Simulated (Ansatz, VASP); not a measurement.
# Ni: VASP beside Ansatz

```
CELL_PARAMETERS angstrom
2.49176 0.00000 0.00000
0.00000 2.49176 0.00000
0.00000 0.00000 3.52388
ATOMIC_POSITIONS crystal
Ni 0.00000 0.00000 0.00000
Ni 0.50000 0.50000 0.50000
```

Alike in both runs: task relaxation of cell and atoms; functional PBEsol; k mesh 13 × 13 × 9; occupations fermi-dirac, width 0.05 eV; collinear spin.

|  | VASP | Ansatz |
| --- | --- | --- |
| version | VASP 6.6.1 | Ansatz 0.2.0 |
| potentials or method | VASP PAW PBE potentials, release 64 (Ni), cutoff 600 eV | plane waves (420 eV) with PAW, scalar-relativistic |
| valence electrons in the cell | 20 | 36 |

```tsv
	VASP	Ansatz	Ansatz less VASP
net moment per atom (μB)	0.00	0.00	0.000
relaxed volume (Å³/atom)	10.33	10.33	0.000
relaxed cell length with the largest relative difference (Å)	3.458	3.459	+0.0016
```

VASP's potentials were made for PBE, not for PBEsol, and Ansatz warns of the same on its side. VASP's potentials hold 20 valence electrons a cell and Ansatz's 36, so a difference there can come from the potentials and not from the codes. Ansatz's warnings: seeded moment not kept.
